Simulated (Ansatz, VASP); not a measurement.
## One calculation of Na4TiO3, two programs

```
Na Ti O
1.0
     4.12203    0.00000    0.00000
     0.00000    4.12203    0.00000
     0.00000    0.00000    7.48338
Na Ti O
4 1 3
Direct
  0.00000 0.50000 0.50000
  0.50000 0.00000 0.50000
  0.50000 0.50000 0.18568
  0.50000 0.50000 0.81432
  0.00000 0.00000 0.00000
  0.00000 0.50000 0.00000
  0.50000 0.00000 0.00000
  0.50000 0.50000 0.50000
```

Alike in both runs: functional PBE; k mesh 3 × 3 × 2; occupations gaussian, width 0.15 eV; collinear spin.

Ansatz relaxed the structure, and its values are those at the end. VASP's run is a single point on that final structure, the one shown.

|  | VASP | Ansatz |
| --- | --- | --- |
| version | VASP 6.6.1 | Ansatz 0.2.0 |
| potentials or method | VASP PAW PBE potentials, release 64 (Na_sv, Ti_sv, O), cutoff 1130 eV | scalar-relativistic, plane waves, PAW |
| valence electrons in the cell | 66 | 66 |

```csv
,VASP,Ansatz,Ansatz less VASP
gap on the k mesh at the Fermi level (eV),none,none,-
pressure (GPa),0.2,0.2,+0.06
rms of the force components (eV/Å),0.003,0.002,-0.0009
net moment per atom (μB),0.00,0.00,0.000
```

A gap of «none» marks a metal or a gap that the smearing closes. Ansatz's warnings: seeded moment not kept.

The k mesh is coarse, so the values compare programs but aren't converged.
